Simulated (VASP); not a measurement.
# Mg3SnO (Pm-3m) in VASP: further runs

Runs on Mg3SnO. Level: PBE. Tasks: single point.

Program: VASP 6.6.1. These are calculated values, not measurements. Logs are shortened: lines on timing, memory, paths and dates and some standing lists are left out, and cuts for length are marked.

### Step 1. The cell of the first run

The structure is cubic, space group Pm-3m (No. 221). The conventional cell has a = 4.299 Å, b = 4.299 Å, c = 4.299 Å, α = 90.00°, β = 90.00°, γ = 90.00°. Within 4.0 Å of Sn (site symmetry m-3m) lie 12 Mg at 3.04 Å and 8 O at 3.72 Å. Within 2.8 Å of O (site symmetry m-3m) lie 6 Mg at 2.15 Å. Mg (site symmetry 4/mmm) has 2 O at 2.15 Å within 2.8 Å.

### Step 2. Single point, PBE (volume changed by -6%)

INCAR

```
SYSTEM = Mg3SnO
PREC = Accurate ; ENCUT = 520
EDIFF = 1E-6 ; ISMEAR = -1
SIGMA = 0.02 ; LREAL = .FALSE.
LASPH = .TRUE. ; NELM = 80
ALGO = Normal ; ISIF = 2
LWAVE = .FALSE. ; LCHARG = .FALSE.
GGA = PE ; NBANDS = 21
```

KPOINTS

```
Automatic mesh
0
G
  6 6 6
  0 0 0
```

POSCAR

```
Mg3SnO
1.0
    4.2992136046      0.0000000000      0.0000000000
    0.0000000000      4.2992136046      0.0000000000
    0.0000000000      0.0000000000      4.2992136046
Sn O Mg
1 1 3
Direct
    0.0000000000      0.0000000000      0.0000000000
    0.5000000000      0.5000000000      0.5000000000
    0.5000000000      0.5000000000      0.0000000000
    0.5000000000      0.0000000000      0.5000000000
    0.0000000000      0.5000000000      0.5000000000
```

Potentials or basis: VASP PAW PBE potentials, release 64 (Sn_d, O, Mg).

Run with:

```console
$ cat potpaw_PBE.64/Sn_d/POTCAR potpaw_PBE.64/O/POTCAR potpaw_PBE.64/Mg/POTCAR > POTCAR
$ mpirun -np 1 vasp_std > vasp.out
```

OUTCAR:

```text
SYSTEM = Mg3SnO
   PREC = Accurate
   ENCUT = 520
   EDIFF = 1E-6
   ISMEAR = -1
   LREAL = .FALSE.
   LASPH = .TRUE.
   NELM = 80
   ISIF = 2
   GGA = PE

 ion  position               nearest neighbor table
   1  0.000  0.000  0.000-   3 3.04   4 3.04   5 3.04   4 3.04   5 3.04   3 3.04   5 3.04   5 3.04
                             3 3.04   4 3.04   4 3.04   3 3.04
   2  0.500  0.500  0.500-   3 2.15   4 2.15   5 2.15   3 2.15   4 2.15   5 2.15
   3  0.500  0.500  0.000-   2 2.15   2 2.15   4 3.04   5 3.04   1 3.04   4 3.04   5 3.04   1 3.04
                             4 3.04   4 3.04   1 3.04   5 3.04   5 3.04   1 3.04
   4  0.500  0.000  0.500-   2 2.15   2 2.15   3 3.04   5 3.04   1 3.04   3 3.04   1 3.04   3 3.04
                             5 3.04   3 3.04   1 3.04   5 3.04   1 3.04   5 3.04
   5  0.000  0.500  0.500-   2 2.15   2 2.15   3 3.04   4 3.04   1 3.04   3 3.04   1 3.04   4 3.04
                             1 3.04   1 3.04   3 3.04   4 3.04   3 3.04   4 3.04

  LATTYP: Found a simple cubic cell.
 ALAT       =     4.2992136046

  Lattice vectors:

 A1 = (   4.2992136046,   0.0000000000,   0.0000000000)
 A2 = (   0.0000000000,   4.2992136046,   0.0000000000)
 A3 = (   0.0000000000,   0.0000000000,   4.2992136046)

Analysis of symmetry for initial positions (statically):
=====================================================================
 Subroutine PRICEL returns:
 Original cell was already a primitive cell.

 Routine SETGRP: Setting up the symmetry group for a
 simple cubic supercell.

 Subroutine GETGRP returns: Found 48 space group operations
 (whereof 48 operations were pure point group operations)
 out of a pool of 48 trial point group operations.

The static configuration has the point symmetry O_h .

Analysis of symmetry for dynamics (positions and initial velocities):
=====================================================================
 Subroutine PRICEL returns:
 Original cell was already a primitive cell.

 Routine SETGRP: Setting up the symmetry group for a
 simple cubic supercell.

 Subroutine GETGRP returns: Found 48 space group operations
 (whereof 48 operations were pure point group operations)
 out of a pool of 48 trial point group operations.

The dynamic configuration has the point symmetry O_h .

 Subroutine INISYM returns: Found 48 space group operations
 (whereof 48 operations are pure point group operations),
 and found     1 'primitive' translations

----------------------------------------------------------------------------------------

                                     Primitive cell

  volume of cell :      79.4634

  direct lattice vectors                    reciprocal lattice vectors
     4.299213605  0.000000000  0.000000000     0.232600678  0.000000000  0.000000000
     0.000000000  4.299213605  0.000000000     0.000000000  0.232600678  0.000000000
     0.000000000  0.000000000  4.299213605     0.000000000  0.000000000  0.232600678

  length of vectors
     4.299213605  4.299213605  4.299213605     0.232600678  0.232600678  0.232600678

  position of ions in fractional coordinates (direct lattice)
     0.000000000  0.000000000  0.000000000
     0.500000000  0.500000000  0.500000000
     0.500000000  0.500000000  0.000000000
     0.500000000  0.000000000  0.500000000
     0.000000000  0.500000000  0.500000000

  ion indices of the primitive-cell ions
   primitive index   ion index
                 1           1
                 2           2
                 3           3
                 4           4
                 5           5

----------------------------------------------------------------------------------------

 KPOINTS: Automatic mesh

Automatic generation of k-mesh.
 Grid dimensions read from file:
 generate k-points for:    6    6    6

 Generating k-lattice:

  Cartesian coordinates                     Fractional coordinates (reciprocal lattice)
     0.038766780  0.000000000  0.000000000     0.166666667  0.000000000  0.000000000
     0.000000000  0.038766780  0.000000000     0.000000000  0.166666667  0.000000000
     0.000000000  0.000000000  0.038766780     0.000000000  0.000000000  0.166666667

  Length of vectors
     0.038766780  0.038766780  0.038766780

  Shift w.r.t. Gamma in fractional coordinates (k-lattice)
     0.000000000  0.000000000  0.000000000

 Subroutine IBZKPT returns following result:
 ===========================================

 Found     20 irreducible k-points:

 Following reciprocal coordinates:
            Coordinates               Weight
  0.000000  0.000000  0.000000      1.000000
  0.166667  0.000000  0.000000      6.000000
  0.333333  0.000000  0.000000      6.000000
  0.500000  0.000000  0.000000      3.000000
  0.166667  0.166667  0.000000     12.000000
  0.333333  0.166667  0.000000     24.000000
[... 12 lines left out ...]
  0.500000  0.500000  0.333333      6.000000
  0.500000  0.500000  0.500000      1.000000
   k-points           NKPTS =     20   k-points in BZ     NKDIM =     20   number of bands    NBANDS=     21
   number of dos      NEDOS =    301   number of ions     NIONS =      5
   total plane-waves  NPLWV =  32768
   dimension x,y,z NGX =    32 NGY =   32 NGZ =   32
   dimension x,y,z NGXF=    64 NGYF=   64 NGZF=   64
   ions per type =               1   1   3
   NGX,Y,Z   is equivalent  to a cutoff of  12.37, 12.37, 12.37 a.u.
   NGXF,Y,Z  is equivalent  to a cutoff of  24.75, 24.75, 24.75 a.u.
 SYSTEM =  Mg3SnO
   PREC   = accura    normal or accurate (medium, high low for compatibility)
   ISTART =      0    job   : 0-new  1-cont  2-samecut
   ICHARG =      2    charge: 1-file 2-atom 10-const
   ISPIN  =      1    spin polarized calculation?
   LNONCOLLINEAR =      F non collinear calculations
   LSORBIT =      F    spin-orbit coupling
   LASPH  =      T    aspherical Exc in radial PAW
   ENCUT  =  520.0 eV  38.22 Ry    6.18 a.u.   7.99  7.99  7.99*2*pi/ulx,y,z
   NELM   =     80;   NELMIN=  2; NELMDL= -5     # of ELM steps
   EDIFF  = 0.1E-05   stopping-criterion for ELM
   LREAL  =      F    real-space projection
   EDIFFG = 0.1E-04   stopping-criterion for IOM
   NSW    =      0    number of steps for IOM
   IBRION =     -1    ionic relax: 0-MD 1-quasi-New 2-CG
   NFREE  =      0    steps in history (QN), initial steepest desc. (CG)
   ISIF   =      2    stress and relaxation
   ISYM   =      2    0-nonsym 1-usesym 2-fastsym
   POTIM  = 0.5000    time-step for ionic-motion
   TEBEG  =    0.0;   TEEND  =   0.0 temperature during run
   PSTRESS=    0.0 pullay stress
   NELECT =      26.0000    total number of electrons
   NUPDOWN=      -1.0000    fix difference up-down
   EMIN   =  10.00;   EMAX   =-10.00  energy-range for DOS
   EFERMI =   0.00;   METHOD = LEGACY
   ISMEAR =    -1;   SIGMA  =   0.02  broadening in eV -4-tet -1-fermi 0-gaus
   EFERMI_NEDOS =   21; number of points for ismear=-14 and -15
   IALGO  =     38    algorithm
   IMIX   =      4    mixing-type and parameters
     AMIX     =   0.40;   BMIX     =  1.00
     AMIX_MAG =   1.60;   BMIX_MAG =  1.00
  volume/ion in A,a.u.               =      15.89       107.25
  Fermi-wavevector in a.u.,A,eV,Ry     =   1.128090  2.131780 17.314585  1.272586
  Thomas-Fermi vector in A             =   2.264778
   LORBIT       =      0    0 simple, 1 ext, 2 COOP (PROOUT), +10 PAW based schemes
   GGA     = PE    functional components
   LHFCALC =     F    Hartree Fock is set to
   AEXX    =    0.0000 exact exchange contribution
   IVDW    =     0    specifies the selected vdW correction
   LEPSILON=     F    determine dielectric tensor
   LRPA    =     F    only Hartree local field effects (RPA)
 non-spin polarized calculation
  energy-cutoff  :      520.00
  volume of cell :       79.46
 maximum number of plane-waves:      2176
 NGX is ok and might be reduce to    32
   NGX = 15   NGY = 15   NGZ = 15

 number of electron      26.0000007 magnetization

 Free energy of the ion-electron system (eV)
  ---------------------------------------------------
  ext. energy  EPLUGINS =         0.00000000
  ---------------------------------------------------
  free energy    TOTEN  =       -18.44021599 eV

  energy without entropy =      -18.43867442  energy(sigma->0) =      -18.43944521

 E-fermi :   6.5761     XC(G=0): -10.1684

 val. band max:        6.5760786932   @ k =   0.5000   0.3333   0.0000
 cond. band min:       6.8265809776   @ k =   0.5000   0.3333   0.0000
 fundamental gap:      0.2505022845
 Fermi energy:         6.5760820976

 k-point     1 :       0.0000    0.0000    0.0000
  band No.  band energies     occupation
      1     -14.2815      2.00000
      2     -14.2815      2.00000
      3     -14.2806      2.00000
      4     -14.2806      2.00000
      5     -14.2806      2.00000
      6     -13.4039      2.00000
[... 13 lines left out ...]
     20      13.3667      0.00000
     21      13.3667      0.00000

 k-point     2 :       0.1667    0.0000    0.0000
  band No.  band energies     occupation
      1     -14.2818      2.00000
      2     -14.2818      2.00000
      3     -14.2812      2.00000
      4     -14.2805      2.00000
      5     -14.2772      2.00000
      6     -13.3889      2.00000
[... 13 lines left out ...]
     20      12.6605      0.00000
     21      14.4039      0.00000

 k-point     3 :       0.3333    0.0000    0.0000
  band No.  band energies     occupation
      1     -14.2840      2.00000
      2     -14.2840      2.00000
      3     -14.2806      2.00000
      4     -14.2802      2.00000
      5     -14.2685      2.00000
      6     -13.3584      2.00000
[... 13 lines left out ...]
     20      13.1072      0.00000
     21      13.2053      0.00000
[... 361 lines left out ...]
 k-point    19 :       0.5000    0.5000    0.3333
  band No.  band energies     occupation
      1     -14.2933      2.00000
      2     -14.2899      2.00000
      3     -14.2899      2.00000
      4     -14.2589      2.00000
      5     -14.2545      2.00000
      6     -13.2470      2.00000
[... 13 lines left out ...]
     20      15.7507      0.00000
     21      17.0736      0.00000

 k-point    20 :       0.5000    0.5000    0.5000
  band No.  band energies     occupation
      1     -14.2917      2.00000
      2     -14.2917      2.00000
      3     -14.2917      2.00000
      4     -14.2545      2.00000
      5     -14.2545      2.00000
      6     -13.2362      2.00000
[... 13 lines left out ...]
     20      17.0655      0.00000
     21      17.9835      0.00000

------------------------ aborting loop because EDIFF is reached ----------------------------------------

  FORCE on cell =-STRESS in cart. coord.  units (eV):
  Direction    XX          YY          ZZ          XY          YZ          ZX
  --------------------------------------------------------------------------------------
  -------------------------------------------------------------------------------------
  Total        2.3230150      2.3230150      2.3230150      0.0000000     -0.0000000      0.0000000
  in kB       46.8376956     46.8376956     46.8376956      0.0000000     -0.0000000      0.0000000
  external PRESSURE =      46.8376956 kB  Pullay stress =       0.0000000 kB

 VOLUME and BASIS-vectors are now :
 -----------------------------------------------------------------------------
  energy-cutoff  :      520.00
  volume of cell :       79.46
      direct lattice vectors                 reciprocal lattice vectors
     4.299213605  0.000000000  0.000000000     0.232600678  0.000000000  0.000000000
     0.000000000  4.299213605  0.000000000     0.000000000  0.232600678  0.000000000
     0.000000000  0.000000000  4.299213605     0.000000000  0.000000000  0.232600678

 POSITION                                       TOTAL-FORCE (eV/Angst)
 -----------------------------------------------------------------------------------
      0.00000      0.00000      0.00000         0.000000      0.000000      0.000000
      2.14961      2.14961      2.14961         0.000000      0.000000      0.000000
      2.14961      2.14961      0.00000         0.000000      0.000000      0.000000
      2.14961      0.00000      2.14961         0.000000      0.000000      0.000000
      0.00000      2.14961      2.14961         0.000000      0.000000      0.000000
 -----------------------------------------------------------------------------------
    total drift:                                0.000000      0.000000     -0.000000

  FREE ENERGIE OF THE ION-ELECTRON SYSTEM (eV)
  ---------------------------------------------------
  free  energy   TOTEN  =       -18.4402159938 eV

  energy  without entropy=      -18.4386744178  energy(sigma->0) =      -18.43944521
```

Run time: 38 s. Hardware: 1 thread of Intel Xeon Platinum 8488C (Sapphire Rapids), shared host; peak memory 0.19 GiB.

Results:

* Free energy: -18.4402 eV
* Pressure: 4.7 GPa
* Band gap on the k mesh: zero (band 13 reaches 6.58 eV, above the bottom of band 14 at 6.32 eV)

Caveat: spin-orbit coupling is left out, which moves the levels of the heavy elements.

[end of part 1 of 2]
